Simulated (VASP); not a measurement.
# Se (P3_121) in VASP: a series of runs

Runs on Se. Level: PBE. Tasks: single point, relaxation of cell and atoms.

Program: VASP 6.6.1. These are calculated values, not measurements. Logs are shortened: lines on timing, memory, paths and dates and some standing lists are left out, and cuts for length are marked.

**1. The cell of the first run**

The structure is trigonal, space group P3_121 (No. 152). Conventional cell: a = 3.563 Å, b = 3.563 Å, c = 5.140 Å, α = 90.00°, β = 90.00°, γ = 120.00°. Se (site symmetry 2) has 6 Se at 2.47 to 2.79 Å within 3.3 Å.

**2. Single point, PBE**

File INCAR:

```
PREC     = Accurate       # precision mode
ENCUT    = 520            # plane-wave cutoff, eV
EDIFF    = 1E-7           # SCF threshold, eV
ISMEAR   = 0              # smearing method
SIGMA    = 0.01           # smearing width, eV
LREAL    = F              # projectors in reciprocal space
LASPH    = T              # aspherical terms in the spheres
NELM     = 80             # most SCF steps
ALGO     = Normal         # electronic algorithm
ISIF     = 2              # what is computed and relaxed
LWAVE    = F              # write WAVECAR
LCHARG   = T              # write CHGCAR
GGA      = PE             # functional
LELF     = T              # ELF
LVHAR    = T            
NBANDS   = 16             # bands
```

File KPOINTS:

```
Automatic mesh
0
Gamma
  12 12 8
```

File POSCAR:

```
Se
1.0
    3.5627578084      0.0000000000      0.0000000000
   -1.7813789042      3.0854387696      0.0000000000
    0.0000000000      0.0000000000      5.1399848897
Se
3
Direct
    0.2888841923      0.0000000000      0.3333333333
    0.0000000000      0.2888841923      0.6666666667
    0.7111158077      0.7111158077      0.0000000000
```

Potentials or basis: VASP PAW PBE potentials, release 64 (Se).

Started as:

```console
$ cat potpaw_PBE.64/Se/POTCAR > POTCAR
$ mpirun -np 1 vasp_std > vasp.out
```

OUTCAR:

```text
PREC = Accurate
   ENCUT = 520
   EDIFF = 1E-7
   ISMEAR = 0
   LREAL = F
   LASPH = T
   NELM = 80
   ISIF = 2
   GGA = PE

 ion  position               nearest neighbor table
   1  0.289  0.000  0.333-   3 2.47   2 2.47
   2  0.000  0.289  0.667-   3 2.47   1 2.47
   3  0.711  0.711  0.000-   2 2.47   1 2.47

  LATTYP: Found a hexagonal cell.
 ALAT       =     3.5627578084
 C/A-ratio  =     1.4426983719

  Lattice vectors:

 A1 = (   3.5627578084,   0.0000000000,   0.0000000000)
 A2 = (  -1.7813789042,   3.0854387696,   0.0000000000)
 A3 = (   0.0000000000,   0.0000000000,   5.1399848897)

Analysis of symmetry for initial positions (statically):
=====================================================================
 Subroutine PRICEL returns:
 Original cell was already a primitive cell.

 Routine SETGRP: Setting up the symmetry group for a
 hexagonal supercell.

 Subroutine GETGRP returns: Found  6 space group operations
 (whereof  2 operations were pure point group operations)
 out of a pool of 24 trial point group operations.

The static configuration has the point symmetry C_2 .
 The point group associated with its full space group is D_3 .

Analysis of symmetry for dynamics (positions and initial velocities):
=====================================================================
 Subroutine PRICEL returns:
 Original cell was already a primitive cell.

 Routine SETGRP: Setting up the symmetry group for a
 hexagonal supercell.

 Subroutine GETGRP returns: Found  6 space group operations
 (whereof  2 operations were pure point group operations)
 out of a pool of 24 trial point group operations.

The dynamic configuration has the point symmetry C_2 .
 The point group associated with its full space group is D_3 .

 Subroutine INISYM returns: Found  6 space group operations
 (whereof  2 operations are pure point group operations),
 and found     1 'primitive' translations

----------------------------------------------------------------------------------------

                                     Primitive cell

  volume of cell :      56.5022

  direct lattice vectors                    reciprocal lattice vectors
     3.562757808  0.000000000  0.000000000     0.280681442  0.162051506  0.000000000
    -1.781378904  3.085438770  0.000000000     0.000000000  0.324103012  0.000000000
     0.000000000  0.000000000  5.139984890     0.000000000  0.000000000  0.194553101

  length of vectors
[... 81 lines left out ...]
   LASPH  =      T    aspherical Exc in radial PAW
   ENCUT  =  520.0 eV  38.22 Ry    6.18 a.u.   6.62  6.62  9.56*2*pi/ulx,y,z
   NELM   =     80;   NELMIN=  2; NELMDL= -5     # of ELM steps
   EDIFF  = 0.1E-06   stopping-criterion for ELM
   LREAL  =      F    real-space projection
   EDIFFG = 0.1E-05   stopping-criterion for IOM
   NSW    =      0    number of steps for IOM
   IBRION =     -1    ionic relax: 0-MD 1-quasi-New 2-CG
   NFREE  =      0    steps in history (QN), initial steepest desc. (CG)
   ISIF   =      2    stress and relaxation
   ISYM   =      2    0-nonsym 1-usesym 2-fastsym
   POTIM  = 0.5000    time-step for ionic-motion
   TEBEG  =    0.0;   TEEND  =   0.0 temperature during run
   PSTRESS=    0.0 pullay stress
   NELECT =      18.0000    total number of electrons
   NUPDOWN=      -1.0000    fix difference up-down
   EMIN   =  10.00;   EMAX   =-10.00  energy-range for DOS
   EFERMI =   0.00;   METHOD = LEGACY
   ISMEAR =     0;   SIGMA  =   0.01  broadening in eV -4-tet -1-fermi 0-gaus
   EFERMI_NEDOS =   21; number of points for ismear=-14 and -15
   IALGO  =     38    algorithm
   IMIX   =      4    mixing-type and parameters
     AMIX     =   0.40;   BMIX     =  1.00
     AMIX_MAG =   1.60;   BMIX_MAG =  1.00
  volume/ion in A,a.u.               =      18.83       127.10
  Fermi-wavevector in a.u.,A,eV,Ry     =   1.118091  2.112886 17.009029  1.250128
  Thomas-Fermi vector in A             =   2.254720
   LORBIT       =      0    0 simple, 1 ext, 2 COOP (PROOUT), +10 PAW based schemes
   GGA     = PE    functional components
   LHFCALC =     F    Hartree Fock is set to
   AEXX    =    0.0000 exact exchange contribution
   IVDW    =     0    specifies the selected vdW correction
   LEPSILON=     F    determine dielectric tensor
   LRPA    =     F    only Hartree local field effects (RPA)
 non-spin polarized calculation
 Gauss-broadening in eV      SIGMA  =   0.01
  energy-cutoff  :      520.00
  volume of cell :       56.50
 maximum number of plane-waves:      1553
 NGX is ok and might be reduce to    28
   NGX = 13   NGY = 13   NGZ = 19

 number of electron      18.0000001 magnetization

 Free energy of the ion-electron system (eV)
  ---------------------------------------------------
  ext. energy  EPLUGINS =         0.00000000
  ---------------------------------------------------
  free energy    TOTEN  =        -9.48876126 eV

  energy without entropy =       -9.48873207  energy(sigma->0) =       -9.48874666

 E-fermi :   7.0021     XC(G=0): -10.7572

 val. band max:        6.8797667293   @ k =   0.3333   0.3333   0.5000
 cond. band min:       7.0058913434   @ k =   0.3333   0.3333   0.5000
 fundamental gap:      0.1261246141
 Fermi energy:         7.0021020225

 k-point     1 :       0.0000    0.0000    0.0000
  band No.  band energies     occupation
      1     -10.8671      2.00000
      2      -6.1235      2.00000
      3      -6.1235      2.00000
      4       3.4386      2.00000
      5       4.0360      2.00000
      6       4.0360      2.00000
[... 433 lines left out ...]
      3      -4.9312      2.00000
      4       1.3853      2.00000
      5       1.9974      2.00000
      6       2.9962      2.00000
[... 8 lines left out ...]
     15      14.8817      0.00000
     16      15.7338      0.00000

 [... further k-points ...]
[... 5 lines left out ...]
  --------------------------------------------------------------------------------------
  -------------------------------------------------------------------------------------
  Total        7.0975884      7.0975884      7.1268157     -0.0000000      0.0000000      0.0000000
  in kB      201.2594669    201.2594669    202.0882359     -0.0000000      0.0000000      0.0000000
  external PRESSURE =     201.5357232 kB  Pullay stress =       0.0000000 kB

 VOLUME and BASIS-vectors are now :
 -----------------------------------------------------------------------------
  energy-cutoff  :      520.00
  volume of cell :       56.50
      direct lattice vectors                 reciprocal lattice vectors
     3.562757808  0.000000000  0.000000000     0.280681442  0.162051506  0.000000000
    -1.781378904  3.085438770  0.000000000     0.000000000  0.324103012  0.000000000
     0.000000000  0.000000000  5.139984890     0.000000000  0.000000000  0.194553101

 POSITION                                       TOTAL-FORCE (eV/Angst)
 -----------------------------------------------------------------------------------
      1.02922      0.00000      1.71333         0.014091     -0.000000      0.000000
     -0.51461      0.89133      3.42666        -0.007046      0.012204     -0.000000
      1.26677      2.19410      0.00000        -0.007046     -0.012204      0.000000
 -----------------------------------------------------------------------------------
    total drift:                               -0.000000     -0.000001     -0.000000

  FREE ENERGIE OF THE ION-ELECTRON SYSTEM (eV)
  ---------------------------------------------------
  free  energy   TOTEN  =        -9.4887612577 eV

  energy  without entropy=       -9.4887320664  energy(sigma->0) =       -9.48874666
```

Wall time 85 s (1 thread of Intel Xeon 6975P-C, shared host); peak memory 0.24 GiB.

Results:

```
Free energy            : -9.4888 eV
Pressure               : 20.2 GPa
Largest force          : 0.014 eV/Å
Band gap on the k mesh : zero (filled and empty bands touch)
```

Forces on the atoms (eV/Å):
```
Se   0.014  0.000  0.000
Se  -0.007  0.012  0.000
Se  -0.007 -0.012  0.000
```

**3. Relaxation of cell and atoms, PBE**

This run uses another cell than the first one, of 27.26 Å³/atom, 1.447 times its volume.

File INCAR:

```
  PREC = Accurate
  ENCUT = 600
  EDIFF = 1E-6
  ISMEAR = 0
  SIGMA = 0.02
  LREAL = False
  LASPH = True
  NELM = 100
  ALGO = Normal
  ISIF = 3
  LWAVE = False
  LCHARG = False
  GGA = PE
  IBRION = 2
  NSW = 100
  EDIFFG = -0.005
```

File KPOINTS:

```
regular mesh
0
Gamma
  6 6 6
```

File POSCAR:

```
Se
1.0
    4.3661999489      0.0000000000      0.0000000000
   -2.1830999745      3.7812400738      0.0000000000
    0.0000000000      0.0000000000      4.9536000000
Se
3
Direct
    0.2254000000      0.0000000000      0.3333333333
    0.0000000000      0.2254000000      0.6666666667
    0.7746000000      0.7746000000      0.0000000000
```

Potentials or basis: VASP PAW PBE potentials, release 64 (Se).

Started as:

```console
$ cat potpaw_PBE.64/Se/POTCAR > POTCAR
$ mpirun -np 1 vasp_std > vasp.out
```

OUTCAR:

```text
PREC = Accurate
   ENCUT = 600
   EDIFF = 1E-6
   ISMEAR = 0
   LREAL = False
   LASPH = True
   NELM = 100
   ISIF = 3
   GGA = PE
   IBRION = 2
   NSW = 100
   EDIFFG = -0.005

 ion  position               nearest neighbor table
   1  0.225  0.000  0.333-   3 2.37   2 2.37
   2  0.000  0.225  0.667-   3 2.37   1 2.37
   3  0.775  0.775  0.000-   1 2.37   2 2.37

  LATTYP: Found a hexagonal cell.
 ALAT       =     4.3661999489
 C/A-ratio  =     1.1345334749

  Lattice vectors:

 A1 = (   4.3661999489,   0.0000000000,   0.0000000000)
 A2 = (  -2.1830999745,   3.7812400738,   0.0000000000)
 A3 = (   0.0000000000,   0.0000000000,   4.9536000000)

Analysis of symmetry for initial positions (statically):
=====================================================================
 Subroutine PRICEL returns:
 Original cell was already a primitive cell.

 Routine SETGRP: Setting up the symmetry group for a
 hexagonal supercell.

 Subroutine GETGRP returns: Found  6 space group operations
 (whereof  2 operations were pure point group operations)
 out of a pool of 24 trial point group operations.

The static configuration has the point symmetry C_2 .
 The point group associated with its full space group is D_3 .

Analysis of symmetry for dynamics (positions and initial velocities):
=====================================================================
 Subroutine PRICEL returns:
 Original cell was already a primitive cell.

 Routine SETGRP: Setting up the symmetry group for a
 hexagonal supercell.

 Subroutine GETGRP returns: Found  6 space group operations
 (whereof  2 operations were pure point group operations)
 out of a pool of 24 trial point group operations.

The dynamic configuration has the point symmetry C_2 .
 The point group associated with its full space group is D_3 .

 Subroutine INISYM returns: Found  6 space group operations
 (whereof  2 operations are pure point group operations),
 and found     1 'primitive' translations
[... 150 lines left out ...]

  FORCE on cell =-STRESS in cart. coord.  units (eV):
  Direction    XX          YY          ZZ          XY          YZ          ZX
  --------------------------------------------------------------------------------------
  -------------------------------------------------------------------------------------
  Total        1.1763158      1.1763158      2.1048087     -0.0000000      0.0000000      0.0000000
  in kB       23.0449468     23.0449468     41.2348480     -0.0000000      0.0000000      0.0000000
  external PRESSURE =      29.1082472 kB  Pullay stress =       0.0000000 kB
[... 92 lines left out ...]
  FREE ENERGIE OF THE ION-ELECTRON SYSTEM (eV)
  ---------------------------------------------------
  free  energy   TOTEN  =       -10.5046065935 eV

  energy  without entropy=      -10.5046065935  energy(sigma->0) =      -10.50460659

[... ionic steps 4 to 12 ...]

--------------------------------------- Ionic step       13  -------------------------------------------

 number of electron      18.0000001 magnetization

------------------------ aborting loop because EDIFF is reached ----------------------------------------
[... 69 lines left out ...]
--------------------------------------- Ionic step       15  -------------------------------------------

 number of electron      18.0000001 magnetization

 Free energy of the ion-electron system (eV)
  ---------------------------------------------------
  ext. energy  EPLUGINS =         0.00000000
  ---------------------------------------------------
  free energy    TOTEN  =       -10.51050209 eV

  energy without entropy =      -10.51050209  energy(sigma->0) =      -10.51050209

 E-fermi :   1.9630     XC(G=0):  -8.4161

 val. band max:        1.8136204781   @ k =   0.5000   0.0000   0.5000
 cond. band min:       2.8354682915   @ k =   0.3333   0.3333   0.5000
 fundamental gap:      1.0218478134
 Fermi energy:         1.9629509447

 k-point     1 :       0.0000    0.0000    0.0000
  band No.  band energies     occupation
      1     -13.5465      2.00000
      2      -9.7388      2.00000
      3      -9.7388      2.00000
      4      -1.9062      2.00000
      5      -1.9062      2.00000
      6      -1.6021      2.00000
      7      -0.0312      2.00000
      8      -0.0312      2.00000
      9       1.5022      2.00000
     10       3.7424      0.00000
     11       3.7424      0.00000
     12       4.1095      0.00000
     13       7.6958      0.00000
[... 354 lines left out ...]
  band No.  band energies     occupation
      1     -12.8688      2.00000
      2     -11.5716      2.00000
      3      -8.4535      2.00000
      4      -3.0762      2.00000
      5      -2.4187      2.00000
      6      -1.5582      2.00000
      7       0.0669      2.00000
      8       0.6470      2.00000
      9       1.2758      2.00000
     10       3.4348      0.00000
     11       4.0765      0.00000
     12       4.4980      0.00000
     13       8.2265      0.00000

 [... further k-points ...]

------------------------ aborting loop because EDIFF is reached ----------------------------------------

  FORCE on cell =-STRESS in cart. coord.  units (eV):
  Direction    XX          YY          ZZ          XY          YZ          ZX
  --------------------------------------------------------------------------------------
  -------------------------------------------------------------------------------------
  Total        0.0021898      0.0021898      0.0013615     -0.0000000      0.0000000     -0.0000000
  in kB        0.0391734      0.0391734      0.0243560     -0.0000000      0.0000000     -0.0000000
  external PRESSURE =       0.0342343 kB  Pullay stress =       0.0000000 kB
[... 18 lines left out ...]
  FREE ENERGIE OF THE ION-ELECTRON SYSTEM (eV)
  ---------------------------------------------------
  free  energy   TOTEN  =       -10.5105020881 eV

  energy  without entropy=      -10.5105020881  energy(sigma->0) =      -10.51050209

 reached required accuracy - stopping structural energy minimisation
```

OSZICAR:

```text
N       E                     dE             d eps       ncg     rms          rms(c)
DAV:   1     0.975922740222E+02    0.97592E+02   -0.79315E+03   884   0.129E+03
DAV:   2    -0.337453372443E+01   -0.10097E+03   -0.96995E+02  1211   0.183E+02
DAV:   3    -0.104696410993E+02   -0.70951E+01   -0.70478E+01  1069   0.571E+01
[... 121 lines left out ...]
DAV:   2    -0.105112326107E+02    0.16279E-02   -0.86065E-03   969   0.632E-01    0.129E-01
DAV:   3    -0.105105367594E+02    0.69585E-03   -0.16138E-03   984   0.230E-01    0.552E-02
DAV:   4    -0.105104987976E+02    0.37962E-04   -0.22122E-04  1039   0.916E-02    0.246E-02
DAV:   5    -0.105105016075E+02   -0.28100E-05   -0.81087E-06   994   0.217E-02    0.831E-03
DAV:   6    -0.105105020881E+02   -0.48052E-06   -0.12390E-06   687   0.813E-03
  15 F= -.10510502E+02 E0= -.10510502E+02  d E =-.123827E-02
```

CONTCAR:

```text
Se
   1.00000000000000
     4.5273636066263609   -0.0000000000021881    0.0000000000000000
    -2.2636818033669210    3.9208118955646087    0.0000000000000000
     0.0000000000000000   -0.0000000000000000    5.0453777569887146
  Se
     3
Direct
     0.2188154459562307    0.9999999999999990    0.3333333332999970
     0.0000000000000004    0.2188154459562338    0.6666666667000030
     0.7811845540437692    0.7811845540437673    0.0000000000000000

  0.00000000E+00  0.00000000E+00  0.00000000E+00
  0.00000000E+00  0.00000000E+00  0.00000000E+00
  0.00000000E+00  0.00000000E+00  0.00000000E+00
```

Run time: 4.4 min. Hardware: 1 thread of Intel Xeon 6975P-C, shared host; peak memory 0.24 GiB.

What came out:

| Item | Value |
| --- | --- |
| Free energy | -10.5105 eV |
| Relaxed volume | 29.85 Å³/atom |
| Relaxed cell | a = 4.527 Å, b = 4.527 Å, c = 5.045 Å, α = 90.00°, β = 90.00°, γ = 120.00° |
| Space group after relaxing (to 0.05 Å) | P3_121 (No. 152) |
| Energy gained by relaxing | 13.6 meV/atom |
| Ionic steps | 15 |
| Pressure after relaxing | 0.0 GPa |
| Band gap on the k mesh | 1.02 eV, indirect (least direct gap 1.24 eV) |

Step by step:
```
step  energy change (eV)  largest force (eV/Å)  pressure (GPa)  volume (Å³)
   1              0.0000                0.4329            2.91        81.78
   2             -0.0048                0.5167           -2.12        87.78
   3             -0.0350                0.0949            0.11        84.78
   4             -0.0350                0.0857            0.15        84.72
   5             -0.0363                0.0660            0.14        85.01
   6             -0.0379                0.0061            0.09        85.85
   7             -0.0384                0.0173            0.02        86.25
   8             -0.0394                0.0513           -0.18        87.45
   9             -0.0392                0.1154           -0.51        89.88
  10             -0.0397                0.0771           -0.34        88.49
  11             -0.0398                0.0729           -0.31        88.56
  12             -0.0402                0.0583           -0.25        88.77
  13             -0.0407                0.0286           -0.12        89.18
  14             -0.0407                0.0355            0.15        90.01
  15             -0.0409                0.0006            0.00        89.56
```

Final structure:
```yaml
crystal:
  lattice:
    - [4.52736, 0.00000, 0.00000]
    - [-2.26368, 3.92081, 0.00000]
    - [0.00000, 0.00000, 5.04538]
  atoms:
    - { symbol: Se, position: [0.21882, 0.00000, 0.33333] }
    - { symbol: Se, position: [0.00000, 0.21882, 0.66667] }
    - { symbol: Se, position: [0.78118, 0.78118, 0.00000] }
```

Levels at points of the mesh, in eV from the valence-band top:
| k point | band 7 | band 8 | band 9 | band 10 | band 11 | band 12 |
| --- | --- | --- | --- | --- | --- | --- |
| (0.00, 0.00, 0.00) | -1.84 | -1.84 | -0.31 | 1.93 | 1.93 | 2.30 |
| (0.50, 0.00, 0.00) | -2.58 | -1.69 | -0.86 | 2.00 | 2.42 | 3.83 |
| (0.00, 0.00, 0.50) | -1.32 | -1.32 | -0.95 | 1.35 | 1.38 | 1.38 |
| (0.50, 0.00, 0.50) | -1.57 | -1.12 | 0.00 | 1.55 | 2.64 | 2.93 |

(Continued in part 2 of 3.)
